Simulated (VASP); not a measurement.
Wanted: the native input for a VASP 6.6.1 run.

| Property | Result |
| --- | --- |
| Task | single point |
| Functional | PBEsol |
| Potentials or basis | VASP PAW PBE potentials, release 64 (Sc_sv) |
| Cutoff | 520 eV |
| k mesh | 10 × 10 × 10 |
| Occupations | tetrahedron |
| Spin | no spin polarisation |
| Dipole correction | no |
| Further INCAR settings | ALGO = Fast; EDIFF = 1e-06; NBANDS = 12 |

The structure of Sc lies in POSCAR:

```
Sc
1.0
    0.0000000000      2.2897402526      2.2897402526
    2.2897402526      0.0000000000      2.2897402526
    2.2897402526      2.2897402526      0.0000000000
Sc
1
Direct
    0.0000000000      0.0000000000      0.0000000000
```

One way to write it, as run:

INCAR

```
PREC = Accurate
ENCUT = 520
EDIFF = 1E-6
ISMEAR = -5
SIGMA = 0.05
LREAL = False
LASPH = True
NELM = 80
ALGO = Fast
ISIF = 2
LWAVE = False
LCHARG = True
GGA = PS
LELF = True
LVHAR = True
NBANDS = 12
```

KPOINTS

```
regular mesh
0
Gamma
  10 10 10
```

Potentials or basis: VASP PAW PBE potentials, release 64 (Sc_sv).

The run is started by

```bash
$ cat potpaw_PBE.64/Sc_sv/POTCAR > POTCAR
$ mpirun -np 1 vasp_std > vasp.out
```

It gave:

- Pressure: -1.0 GPa

Caveat: the PAW data sets were made with another functional, which shifts forces and pressure a little; tetrahedron occupations give inexact forces and stress in metals.

Wall time 10 s on 1 thread of AMD EPYC 9R45 (Zen 5), with other jobs on the host, peak memory 0.11 GiB.
